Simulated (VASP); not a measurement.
The system is Y3NbO2.

```xyz
6
Lattice="5.5796 0.0000 0.0000 -2.7898 4.8321 0.0000 0.0000 0.0000 3.7782" Properties=species:S:1:pos:R:3 pbc="T T T"
Y     2.7898    0.0000    1.8891
Y    -1.3949    2.4160    1.8891
Y     1.3949    2.4160    1.8891
Nb    0.0000    0.0000    0.0000
O     0.0000    3.2214    0.0000
O     2.7898    1.6107    0.0000
```

The cell was generated, and may not be a known phase.

```yaml
Program: VASP 6.6.1
Task: relaxation of cell and atoms
Functional: PBE
Potentials_or_basis: VASP PAW PBE potentials, release 64 (Y_sv, Nb_sv, O)
Cutoff: 600 eV
k_mesh: 6 × 6 × 4
Occupations: gaussian, width 0.1 eV
Spin: collinear spin
Starting_moments: "[0.01, 0.01, 0.01, 1.2, 0.03, 0.03] μB"
```

At the start: pressure 6.2 GPa; volume 16.98 Å³/atom.

Task: Where does the relaxation end?

Result: Over 10 steps the energy falls by 853.5 meV/atom and the volume is 18.17 Å³/atom (+7.0 %); space group P6/mmm (No. 191, to 0.1 Å) before and after; moment 0.00 μB per cell.

The path:
```csv
step,energy change (eV),largest force (eV/Å),pressure (GPa),volume (Å³)
1,0.0000,0.0000,6.23,101.86
2,-3.7460,0.0000,-0.77,110.23
3,-4.8286,0.0000,-3.91,113.55
4,-3.5475,0.0000,-4.00,116.66
5,-5.0039,0.0000,-4.85,114.56
6,-5.0159,0.0000,-4.95,114.72
7,-5.0259,0.0000,5.09,104.58
8,-5.1199,0.0000,-0.28,109.38
9,-5.1199,0.0000,-0.17,109.27
10,-5.1207,0.0000,0.11,109.00
```

Final structure:
```
Y Nb O
1.0
     6.55588    0.00000    0.00000
    -3.27794    5.67756    0.00000
     0.00000    0.00000    2.92849
Y Nb O
3 1 2
Direct
  0.50000 0.00000 0.50000
  0.00000 0.50000 0.50000
  0.50000 0.50000 0.50000
  0.00000 0.00000 0.00000
  0.33333 0.66667 0.00000
  0.66667 0.33333 0.00000
```

Caveat: the k points lie up to 0.54 Å⁻¹ apart in the final cell, too coarse for converged energies and pressures of a metal; a cell axis changed by over 15 % at a fixed basis, so the end point is rough.
